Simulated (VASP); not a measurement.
# WS2 (P6_3/mmc) in VASP: single point with LDA

Aim: the single point of WS2 with LDA.

All numbers are computed with VASP 6.6.1; they aren't measurements. Logs are shortened: lines on timing, memory, paths and dates and some standing lists are left out, and cuts for length are marked.

**1. The cell of the first run**

It takes space group P6_3/mmc (No. 194, hexagonal). Conventional cell: a = 3.180 Å, b = 3.180 Å, c = 12.500 Å, α = 90.00°, β = 90.00°, γ = 120.00°. Within 3.2 Å of W (site symmetry -6m2) lie 6 S at 2.45 Å and 6 W at 3.18 Å. Within 3.2 Å of S (site symmetry 3m) lie 3 W at 2.45 Å and 6 S at 3.18 Å.

**2. Single point, LDA, collinear spin, zero start**

INCAR

```
  PREC = Accurate
  ENCUT = 520
  EDIFF = 1E-7
  ISMEAR = 0
  SIGMA = 0.05
  LREAL = False
  LASPH = True
  NELM = 150
  ALGO = Normal
  ISIF = 2
  LWAVE = False
  LCHARG = True
  ISPIN = 2
  MAGMOM = 0 0 0 0 0 0
  LORBIT = 11
  LMAXMIX = 4
  LELF = True
  LVHAR = True
  NBANDS = 39
```

KPOINTS

```
regular mesh
0
Gamma
  7 7 2
```

POSCAR

```
WS2
1.0
    3.1799994900      0.0000000000      0.0000000000
   -1.5899997400      2.7539603400      0.0000000000
    0.0000000000      0.0000000000     12.4999993200
W S
2 4
Direct
    0.3333333333      0.6666666667      0.2500000000
    0.6666666667      0.3333333333      0.7500000000
    0.3333333333      0.6666666667      0.6200000000
    0.6666666667      0.3333333333      0.1200000000
    0.3333333333      0.6666666667      0.8800000000
    0.6666666667      0.3333333333      0.3800000000
```

Potentials or basis: VASP PAW LDA potentials, release 64 (W_sv, S).

On the command line:

```bash
> cat potpaw_LDA.64/W_sv/POTCAR potpaw_LDA.64/S/POTCAR > POTCAR
> mpirun -np 1 vasp_std > vasp.out
```

OUTCAR:

```text
PREC = Accurate
   ENCUT = 520
   EDIFF = 1E-7
   ISMEAR = 0
   LREAL = False
   LASPH = True
   NELM = 150
   ISIF = 2
   ISPIN = 2
   LORBIT = 11

 ion  position               nearest neighbor table
   1  0.333  0.667  0.250-   4 2.45   6 2.45   4 2.45   6 2.45   4 2.45   6 2.45
   2  0.667  0.333  0.750-   3 2.45   5 2.45   3 2.45   5 2.45   3 2.45   5 2.45
   3  0.333  0.667  0.620-   2 2.45   2 2.45   2 2.45
   4  0.667  0.333  0.120-   1 2.45   1 2.45   1 2.45
   5  0.333  0.667  0.880-   2 2.45   2 2.45   2 2.45
   6  0.667  0.333  0.380-   1 2.45   1 2.45   1 2.45

  LATTYP: Found a hexagonal cell.
 ALAT       =     3.1799994900
 C/A-ratio  =     3.9308180266

  Lattice vectors:

 A1 = (   3.1799994900,   0.0000000000,   0.0000000000)
 A2 = (  -1.5899997400,   2.7539603400,   0.0000000000)
 A3 = (   0.0000000000,   0.0000000000,  12.4999993200)

Analysis of symmetry for initial positions (statically):
=====================================================================
 Subroutine PRICEL returns:
 Original cell was already a primitive cell.

 Routine SETGRP: Setting up the symmetry group for a
 hexagonal supercell.

 Subroutine GETGRP returns: Found 24 space group operations
 (whereof 12 operations were pure point group operations)
 out of a pool of 24 trial point group operations.

The static configuration has the point symmetry D_3d.
 The point group associated with its full space group is D_6h.

Analysis of symmetry for dynamics (positions and initial velocities):
=====================================================================
 Subroutine PRICEL returns:
 Original cell was already a primitive cell.

 Routine SETGRP: Setting up the symmetry group for a
 hexagonal supercell.

 Subroutine GETGRP returns: Found 24 space group operations
 (whereof 12 operations were pure point group operations)
 out of a pool of 24 trial point group operations.

The dynamic configuration has the point symmetry D_3d.
 The point group associated with its full space group is D_6h.

Analysis of structural, dynamic, and magnetic symmetry:
=====================================================================
 Subroutine PRICEL returns:
 Original cell was already a primitive cell.

 Routine SETGRP: Setting up the symmetry group for a
 hexagonal supercell.

 Subroutine GETGRP returns: Found 24 space group operations
 (whereof 12 operations were pure point group operations)
 out of a pool of 24 trial point group operations.

The overall configuration has the point symmetry D_3d.
[... 136 lines left out ...]
   NGX = 11   NGY = 11   NGZ = 47

 number of electron      52.0000006 magnetization       0.0000000

 number of electron      52.0000006 magnetization      -0.0000000

 Free energy of the ion-electron system (eV)
  ---------------------------------------------------
  ext. energy  EPLUGINS =         0.00000000
  ---------------------------------------------------
  free energy    TOTEN  =       -52.23060251 eV

  energy without entropy =      -52.23060251  energy(sigma->0) =      -52.23060251

 E-fermi :   7.1338     XC(G=0): -11.1467

 val. band max:        6.8066586993   @ k =   0.0000   0.0000   0.0000
 cond. band min:       7.8295276685   @ k =   0.1429   0.1429   0.0000
 fundamental gap:      1.0228689693
 Fermi energy:         7.1337790635

 spin component 1

 k-point     1 :       0.0000    0.0000    0.0000
  band No.  band energies     occupation
      1     -67.2679      1.00000
      2     -67.2679      1.00000
      3     -31.7502      1.00000
      4     -31.7502      1.00000
      5     -31.5731      1.00000
      6     -31.5731      1.00000
[... 645 lines left out ...]
     37      13.9522      0.00000
     38      13.9522      0.00000
 Fermi energy:         7.1337790635

 spin component 2

 k-point     1 :       0.0000    0.0000    0.0000
  band No.  band energies     occupation
      1     -67.2679      1.00000
      2     -67.2679      1.00000
      3     -31.7502      1.00000
      4     -31.7502      1.00000
      5     -31.5731      1.00000
      6     -31.5731      1.00000
[... 645 lines left out ...]
     37      13.9522      0.00000
     38      13.9522      0.00000
 [bands above 38 left out]

------------------------ aborting loop because EDIFF is reached ----------------------------------------

  FORCE on cell =-STRESS in cart. coord.  units (eV):
  Direction    XX          YY          ZZ          XY          YZ          ZX
  --------------------------------------------------------------------------------------
  -------------------------------------------------------------------------------------
  Total       -6.4642050     -6.4642050     -9.9241284     -0.0000000      0.0000000      0.0000000
  in kB      -94.6086802    -94.6086801   -145.2473561     -0.0000002      0.0000000      0.0000000
  external PRESSURE =    -111.4882388 kB  Pullay stress =       0.0000000 kB

 VOLUME and BASIS-vectors are now :
 -----------------------------------------------------------------------------
  energy-cutoff  :      520.00
  volume of cell :      109.47
      direct lattice vectors                 reciprocal lattice vectors
     3.179999490  0.000000000  0.000000000     0.314465459  0.181556717  0.000000000
    -1.589999740  2.753960340  0.000000000     0.000000000  0.363113435  0.000000000
     0.000000000  0.000000000 12.499999320     0.000000000  0.000000000  0.080000004

 POSITION                                       TOTAL-FORCE (eV/Angst)
 -----------------------------------------------------------------------------------
      0.00000      1.83597      3.12500         0.000000      0.000000      0.000000
      1.59000      0.91799      9.37500        -0.000000      0.000000      0.000000
      0.00000      1.83597      7.75000         0.000000     -0.000000      1.439999
      1.59000      0.91799      1.50000        -0.000000     -0.000000      1.439999
      0.00000      1.83597     11.00000         0.000000     -0.000000     -1.439999
      1.59000      0.91799      4.75000        -0.000000     -0.000000     -1.439999
 -----------------------------------------------------------------------------------
    total drift:                               -0.000000      0.000000     -0.000000

  FREE ENERGIE OF THE ION-ELECTRON SYSTEM (eV)
  ---------------------------------------------------
  free  energy   TOTEN  =       -52.2306025138 eV

  energy  without entropy=      -52.2306025138  energy(sigma->0) =      -52.23060251

 total charge

# of ion       s       p       d       tot
------------------------------------------
    1        2.313   6.299   3.354  11.966
    2        2.313   6.299   3.354  11.966
    3        1.359   2.319   0.000   3.678
    4        1.359   2.319   0.000   3.678
    5        1.359   2.319   0.000   3.678
    6        1.359   2.319   0.000   3.678
--------------------------------------------------
tot         10.063  21.872   6.708  38.644

 magnetization (x)

# of ion       s       p       d       tot
------------------------------------------
    1       -0.000  -0.000  -0.000  -0.000
    2       -0.000  -0.000  -0.000  -0.000
    3        0.000   0.000   0.000   0.000
    4        0.000   0.000   0.000   0.000
    5        0.000   0.000   0.000   0.000
    6        0.000   0.000   0.000   0.000
--------------------------------------------------
tot          0.000   0.000  -0.000  -0.000
```

stdout:

```text
POSCAR found type information on POSCAR W S
 POSCAR found :  2 types and       6 ions
 scaLAPACK will be used
 LDA part: xc-table for (Slater(with rela. corr.)+CA(PZ))
 , standard interpolation
 POSCAR, INCAR and KPOINTS ok, starting setup
 FFT: planning ... GRIDC
 FFT: planning ... GRID_SOFT
 FFT: planning ... GRID
 WAVECAR not read
 entering main loop
```

Wall time 3.1 min (1 thread of Intel Xeon Platinum 8259CL at 2.50GHz (Skylake/Cascade Lake), shared host); peak memory 0.25 GiB.

What came out:

- Free energy: -52.2306 eV
- Pressure: -11.1 GPa
- Largest force: 1.440 eV/Å
- Band gap on the k mesh: 1.02 eV, indirect (least direct gap 2.24 eV)
- Net moment: 0.00 μB per cell
- Valence electrons inside the program's atomic spheres: W 11.97; S 3.68

Forces in eV/Å, atoms in the order of the input:
```
W    0.000  0.000  0.000
W    0.000  0.000  0.000
S    0.000  0.000  1.440
S    0.000  0.000  1.440
S    0.000  0.000 -1.440
S    0.000  0.000 -1.440
```

Caveat: spin-orbit coupling is left out, which moves the levels of the heavy elements; forces of over 1 eV/Å act on the atoms, so gaps and moduli don't describe the material at rest. A k mesh can miss the band edges.
